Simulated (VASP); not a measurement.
# HfN (zincblende type) (F-43m) in VASP: a series of runs, part 2 of 2

VASP 6.6.1. Earlier steps stand in the parts before.

### Step 3. Single point, PBE

File INCAR:

```
SYSTEM = HfN
PREC = Accurate
ENCUT = 520
EDIFF = 1E-6
ISMEAR = -1
SIGMA = 0.05
LREAL = .FALSE.
LASPH = .TRUE.
NELM = 60
ALGO = Normal
ISIF = 2
LWAVE = .FALSE.
LCHARG = .TRUE.
GGA = PE
LELF = .TRUE.
LVHAR = .TRUE.
NBANDS = 14
```

File KPOINTS:

```
regular mesh
0
G
  16 16 16
  0 0 0
```

File POSCAR:

```
HfN
1.0
    0.0000000000      2.0270323629      2.0270323629
    2.0270323629      0.0000000000      2.0270323629
    2.0270323629      2.0270323629      0.0000000000
Hf N
1 1
Direct
    0.0000000000      0.0000000000      0.0000000000
    0.2500000000      0.2500000000      0.2500000000
```

Potentials or basis: VASP PAW PBE potentials, release 64 (Hf_pv, N).

On the command line:

```bash
cat potpaw_PBE.64/Hf_pv/POTCAR potpaw_PBE.64/N/POTCAR > POTCAR
mpirun -np 1 vasp_std > vasp.out
```

OUTCAR:

```text
SYSTEM = HfN
   PREC = Accurate
   ENCUT = 520
   EDIFF = 1E-6
   ISMEAR = -1
   LREAL = .FALSE.
   LASPH = .TRUE.
   NELM = 60
   ISIF = 2
   GGA = PE

 ion  position               nearest neighbor table
   1  0.000  0.000  0.000-   2 1.76   2 1.76   2 1.76   2 1.76
   2  0.250  0.250  0.250-   1 1.76   1 1.76   1 1.76   1 1.76

  LATTYP: Found a face centered cubic cell.
 ALAT       =     4.0540647258

  Lattice vectors:

 A1 = (   0.0000000000,   2.0270323629,   2.0270323629)
 A2 = (   2.0270323629,   0.0000000000,   2.0270323629)
 A3 = (   2.0270323629,   2.0270323629,   0.0000000000)

Analysis of symmetry for initial positions (statically):
[... 5 lines left out ...]
 face centered cubic supercell.

 Subroutine GETGRP returns: Found 24 space group operations
 (whereof 24 operations were pure point group operations)
 out of a pool of 48 trial point group operations.

The static configuration has the point symmetry T_d .

Analysis of symmetry for dynamics (positions and initial velocities):
[... 5 lines left out ...]
 face centered cubic supercell.

 Subroutine GETGRP returns: Found 24 space group operations
 (whereof 24 operations were pure point group operations)
 out of a pool of 48 trial point group operations.

[... 153 lines left out ...]
 Fermi energy:        11.1821195019

 k-point     1 :       0.0000    0.0000    0.0000
  band No.  band energies     occupation
      1     -18.2776      2.00000
      2     -18.2776      2.00000
      3     -18.2776      2.00000
      4      -7.6722      2.00000
      5       2.2900      2.00000
      6       2.2900      2.00000
      7       2.2900      2.00000
      8      12.0700      0.00000
      9      14.6407      0.00000
     10      14.6407      0.00000
     11      21.3911      0.00000
     12      21.3911      0.00000
     13      21.3911      0.00000
     14      25.8724      0.00000
[... 377 lines left out ...]
      1     -18.7080      2.00000
      2     -18.3803      2.00000
      3     -18.3027      2.00000
      4      -7.1693      2.00000
      5       2.1450      2.00000
      6       2.4289      2.00000
      7       2.5976      2.00000
      8      12.7402      0.00000
      9      13.8835      0.00000
     10      14.4996      0.00000
     11      21.1797      0.00000
     12      21.7423      0.00000
     13      22.6314      0.00000
     14      25.8708      0.00000

 [... further k-points ...]
[... 5 lines left out ...]
  --------------------------------------------------------------------------------------
  -------------------------------------------------------------------------------------
  Total       36.1689096     36.1689096     36.1689096      0.0000000      0.0000000      0.0000000
  in kB     3478.8359993   3478.8359993   3478.8359993      0.0000000      0.0000000      0.0000000
  external PRESSURE =    3478.8359993 kB  Pullay stress =       0.0000000 kB

 VOLUME and BASIS-vectors are now :
 -----------------------------------------------------------------------------
  energy-cutoff  :      520.00
  volume of cell :       16.66
      direct lattice vectors                 reciprocal lattice vectors
     0.000000000  2.027032363  2.027032363    -0.246666017  0.246666017  0.246666017
     2.027032363  0.000000000  2.027032363     0.246666017 -0.246666017  0.246666017
     2.027032363  2.027032363  0.000000000     0.246666017  0.246666017 -0.246666017

 POSITION                                       TOTAL-FORCE (eV/Angst)
 -----------------------------------------------------------------------------------
      0.00000      0.00000      0.00000        -0.000000     -0.000000     -0.000000
      1.01352      1.01352      1.01352         0.000000      0.000000      0.000000
 -----------------------------------------------------------------------------------
    total drift:                                0.000000      0.000000      0.000000

  FREE ENERGIE OF THE ION-ELECTRON SYSTEM (eV)
  ---------------------------------------------------
  free  energy   TOTEN  =       -12.4696275104 eV

  energy  without entropy=      -12.4644321778  energy(sigma->0) =      -12.46702984
```

OSZICAR:

```text
N       E                     dE             d eps       ncg     rms          rms(c)
DAV:   1     0.542394729083E+02    0.54239E+02   -0.81858E+03  4060   0.106E+03
DAV:   2    -0.149837728368E+02   -0.69223E+02   -0.64888E+02  5018   0.265E+02
DAV:   3    -0.166533449456E+02   -0.16696E+01   -0.16654E+01  4948   0.353E+01
DAV:   4    -0.166572084246E+02   -0.38635E-02   -0.38631E-02  4972   0.197E+00
DAV:   5    -0.166572217572E+02   -0.13333E-04   -0.13332E-04  4834   0.103E-01    0.149E+02
DAV:   6    -0.124992612746E+02    0.41580E+01   -0.92165E+00  5062   0.298E+01    0.964E+01
DAV:   7    -0.124862098268E+02    0.13051E-01   -0.69570E-01  5116   0.695E+00    0.212E+01
DAV:   8    -0.124699436753E+02    0.16266E-01   -0.51490E-02  4702   0.215E+00    0.111E+00
DAV:   9    -0.124696671910E+02    0.27648E-03   -0.35571E-03  4702   0.667E-01    0.495E-01
DAV:  10    -0.124696273846E+02    0.39806E-04   -0.20344E-04  5086   0.137E-01    0.696E-02
DAV:  11    -0.124696289765E+02   -0.15918E-05   -0.12239E-05  4720   0.352E-02    0.594E-02
DAV:  12    -0.124696274434E+02    0.15331E-05   -0.22727E-06  4094   0.135E-02    0.197E-03
DAV:  13    -0.124696275104E+02   -0.67048E-07   -0.12938E-07  2114   0.418E-03
   1 F= -.12469628E+02 E0= -.12467030E+02  d E =-.519533E-02
```

stdout:

```text
POSCAR found type information on POSCAR HfN
 POSCAR found :  2 types and       2 ions
 scaLAPACK will be used
 LDA part: xc-table for (Slater+PW92), standard interpolation
 POSCAR, INCAR and KPOINTS ok, starting setup
 FFT: planning ... GRIDC
 FFT: planning ... GRID_SOFT
 FFT: planning ... GRID
 WAVECAR not read
 entering main loop
```

It took 15 s on 1 thread of Intel Xeon 6975P-C, shared host; peak memory 0.17 GiB.

What came out:

* Free energy: -12.4696 eV
* Pressure: 347.9 GPa

Caveat: spin-orbit coupling is left out, which moves the levels of the heavy elements.

### Step 4. Relaxation of cell and atoms, PBE, target pressure 340 GPa, at which the enthalpy is minimised

This run uses another cell than the first one, of 7.82 Å³/atom, 0.938 times its volume.

File INCAR:

```
PREC = Accurate
ENCUT = 600
EDIFF = 1E-7
ISMEAR = -1
SIGMA = 0.05
LREAL = False
LASPH = True
NELM = 60
ALGO = Normal
ISIF = 3
LWAVE = False
LCHARG = False
GGA = PE
IBRION = 2
NSW = 60
EDIFFG = -0.005
PSTRESS = 3400.0
```

File KPOINTS:

```
Automatic mesh
0
Gamma
  16 16 16
```

File POSCAR:

```
HfN
1.0
    0.0000000000      1.9847827238      1.9847827238
    1.9847827238      0.0000000000      1.9847827238
    1.9847827238      1.9847827238      0.0000000000
Hf N
1 1
Direct
    0.0000000000      0.0000000000      0.0000000000
    0.2500000000      0.2500000000      0.2500000000
```

On the command line:

```bash
cat potpaw_PBE.64/Hf_pv/POTCAR potpaw_PBE.64/N/POTCAR > POTCAR
mpirun -np 1 vasp_std > vasp.out
```

Run time: 90 s. Hardware: 1 thread of Intel Xeon 6975P-C (Granite Rapids), shared host; peak memory 0.17 GiB.

It converged, with:

- Free energy: -12.6987 eV
- Relaxed volume: 8.38 Å³/atom
- Relaxed cell: a = 2.873 Å, b = 2.873 Å, c = 2.873 Å, α = 60.00°, β = 60.00°, γ = 60.00°
- Space group after relaxing (to 0.05 Å): F-43m (No. 216)
- Energy change on relaxing (the enthalpy is what falls): -1353.2 meV/atom
- Ionic steps: 17
- Pressure after relaxing: 340.0 GPa

Step by step:
```tsv
step	energy change (eV)	largest force (eV/Å)	pressure (GPa)	volume (Å³)
1	0.0000	0.0000	434.08	15.64
2	-11.1444	0.0000	5.03	28.50
3	-3.5364	0.0000	311.15	17.17
4	-2.7341	0.0000	339.04	16.78
5	-2.6847	0.0000	340.76	16.75
6	-2.6861	0.0000	340.73	16.75
7	-2.6905	0.0000	340.55	16.76
8	-2.6905	0.0000	340.56	16.76
9	-2.6906	0.0000	340.56	16.76
10	-2.6908	0.0000	340.55	16.76
11	-2.6911	0.0000	340.54	16.76
12	-2.6917	0.0000	340.52	16.76
13	-2.6931	0.0000	340.49	16.76
14	-2.6957	0.0000	340.37	16.76
15	-2.7010	0.0000	340.18	16.76
16	-2.7116	0.0000	339.82	16.77
17	-2.7064	0.0000	340.01	16.76
```

Final structure:
```
Hf N
1.0
     0.00000    2.03132    2.03132
     2.03132    0.00000    2.03132
     2.03132    2.03132    0.00000
Hf N
1 1
Direct
  0.00000 0.00000 0.00000
  0.25000 0.25000 0.25000
```

Levels at points of the mesh, in eV from the Fermi level:
```
           k point  band 5  band 6  band 7  band 8  band 9  band 10
(0.00, 0.00, 0.00)   -8.84   -8.84   -8.84    0.87    3.45     3.45
(0.50, 0.00, 0.00)   -7.53   -7.53   -5.28    2.76    4.82     4.82
(0.50, 0.50, 0.00)  -10.90   -3.43   -3.43   -0.35    4.30     7.53
```

Caveat: the cell is relaxed towards a set pressure, so the enthalpy falls and the energy may rise; spin-orbit coupling is left out, which moves the levels of the heavy elements.

### Step 5. Relaxation of cell and atoms, PBE, target pressure 340 GPa, at which the enthalpy is minimised

File INCAR:

```
SYSTEM = HfN
  PREC = Accurate
  ENCUT = 600
  EDIFF = 1E-6
  ISMEAR = -1
  SIGMA = 0.05
  LREAL = .False.
  LASPH = .True.
  NELM = 80
  ALGO = Normal
  ISIF = 3
  LWAVE = .False.
  LCHARG = .False.
  GGA = PE
  IBRION = 2
  NSW = 32
  EDIFFG = -0.005
  PSTRESS = 3400.0
```

File KPOINTS:

```
regular mesh
0
Gamma
  16 16 16
  0 0 0
```

File POSCAR:

```
HfN
1.0
    0.0000000000      2.0276337166      2.0276337166
    2.0276337166      0.0000000000      2.0276337166
    2.0276337166      2.0276337166      0.0000000000
Hf N
1 1
Direct
    0.0000000000      0.0000000000      0.0000000000
    0.2500000000      0.2500000000      0.2500000000
```

On the command line:

```bash
cat potpaw_PBE.64/Hf_pv/POTCAR potpaw_PBE.64/N/POTCAR > POTCAR
mpirun -np 1 vasp_std > vasp.out
```

It took 29 s on 1 thread of Intel Xeon 6975P-C (Granite Rapids), shared host; peak memory 0.17 GiB.

Results (log left out):

```
Free energy                                            : -12.7000 eV
Relaxed volume                                         : 8.38 Å³/atom
Relaxed cell                                           : a = 2.873 Å, b = 2.873 Å, c = 2.873 Å, α = 60.00°, β = 60.00°, γ = 60.00°
Space group after relaxing (to 0.05 Å)                 : F-43m (No. 216)
Energy change on relaxing (the enthalpy is what falls) : -97.3 meV/atom
Ionic steps                                            : 4
Pressure after relaxing                                : 339.9 GPa
```

The path:
```csv
step,energy change (eV),largest force (eV/Å),pressure (GPa),volume (Å³)
1,0.0000,0.0000,346.82,16.67
2,-1.7171,0.0000,287.03,17.54
3,-0.1999,0.0000,339.81,16.77
4,-0.1946,0.0000,339.92,16.76
```

Final structure:
```
Hf N
1.0
     0.00000    2.03131    2.03131
     2.03131    0.00000    2.03131
     2.03131    2.03131    0.00000
Hf N
1 1
Direct
  0.00000 0.00000 0.00000
  0.25000 0.25000 0.25000
```

Levels at points of the mesh, in eV from the Fermi level:
```
           k point  band 5  band 6  band 7  band 8  band 9  band 10
(0.00, 0.00, 0.00)   -8.84   -8.84   -8.84    0.87    3.45     3.45
(0.50, 0.00, 0.00)   -7.53   -7.53   -5.28    2.76    4.82     4.82
(0.50, 0.50, 0.00)  -10.90   -3.43   -3.43   -0.35    4.30     7.54
```

Caveat: the cell is relaxed towards a set pressure, so the enthalpy falls and the energy may rise; spin-orbit coupling is left out, which moves the levels of the heavy elements.

### Step 6. The runs side by side

```tsv
task	cell	cutoff (eV)	gap on the mesh (eV)	pressure (GPa)
single point	a = 2.868 Å, angles 60.0°, 2 atoms	520	none	346.8
single point	a = 2.867 Å, angles 60.0°, 2 atoms	520	none	347.9
relaxation of cell and atoms	relaxed to 340 GPa from a = 2.807 Å, angles 60.0°, 2 atoms	600	none	340.0
relaxation of cell and atoms	relaxed to 340 GPa from a = 2.868 Å, angles 60.0°, 2 atoms	600	none	339.9
```

Alike in all rows: level PBE; potentials or basis VASP PAW PBE potentials, release 64 (Hf_pv, N); no spin polarisation; k mesh 16 × 16 × 16; smearing fermi-dirac 0.05 eV.

Caveats: spin-orbit coupling is left out, which moves the levels of the heavy elements; the cell is relaxed towards a set pressure, so the enthalpy falls and the energy may rise (some runs).

Absolute energies hang on the potentials; compare differences alone.
